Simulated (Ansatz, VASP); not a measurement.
Two plane-wave programs on Cs2InAgCl6

```
CELL_PARAMETERS angstrom
0.00000 5.40347 5.40347
5.40347 0.00000 5.40347
5.40347 5.40347 0.00000
ATOMIC_POSITIONS crystal
Cs 0.25000 0.25000 0.25000
Cs 0.75000 0.75000 0.75000
In 0.00000 0.00000 0.00000
Ag 0.50000 0.50000 0.50000
Cl 0.76021 0.23979 0.23979
Cl 0.23979 0.76021 0.23979
Cl 0.23979 0.76021 0.76021
Cl 0.76021 0.23979 0.76021
Cl 0.23979 0.23979 0.76021
Cl 0.76021 0.76021 0.23979
```

Alike in both runs: task single point; functional LDA; k mesh 4 × 4 × 4; no spin polarisation.

```csv
,VASP,Ansatz
version,VASP 6.6.1,Ansatz 0.2.0
potentials or method,"VASP PAW LDA potentials, release 64 (Cs_sv, In_d, Ag, Cl), cutoff 500 eV","plane waves, PAW"
occupations,"gaussian, width 0.01 eV",fixed
valence electrons in the cell,84,92
```

|  | VASP | Ansatz | Ansatz less VASP |
| --- | --- | --- | --- |
| pressure (GPa) | -4.4 | -4.4 | +0.03 |

LDA's correlation is that of Perdew and Zunger in VASP and of Perdew and Wang (1992) in Ansatz. VASP's potentials hold 84 valence electrons a cell and Ansatz's 92, so a difference there can come from the potentials and not from the codes.

Neither program's run includes spin-orbit coupling.
